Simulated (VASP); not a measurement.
Runs of VASP 6.6.1 on CoPb. The structure is that of space group Pm-3m (No. 221), or close to it. The cells are those of the table. 

```tsv
task	cell	k mesh	cutoff (eV)	gap on the mesh (eV)	pressure (GPa)	moment (μB)
relaxation of cell and atoms	relaxed from a = 3.475 Å, 2 atoms	6 × 6 × 6	600	none	-0.1	0.99
single point	a = 3.306 Å, 2 atoms	6 × 6 × 6	520	none	0.2	0.99
single point	a = 3.313 Å, 2 atoms	16 × 16 × 16	520	none	-0.1	(a)
single point	a = 3.475 Å, 2 atoms	6 × 6 × 6	520	none	-8.4	1.22
```

Alike in all rows: level PBE; potentials or basis VASP PAW PBE potentials, release 64 (Co, Pb_d); spin collinear, ferromagnetic start; smearing gaussian 0.1 eV.

Task: Estimate the missing entries.

Result: (a) 1.06.

Caveats: spin-orbit coupling is left out, which moves the levels of the heavy elements; the cell stands under tension (at least some runs).

A k mesh can miss the band edges, and the runs leave out spin-orbit coupling on Pb.

A gap of «none» marks levels without a gap at the run's occupations.
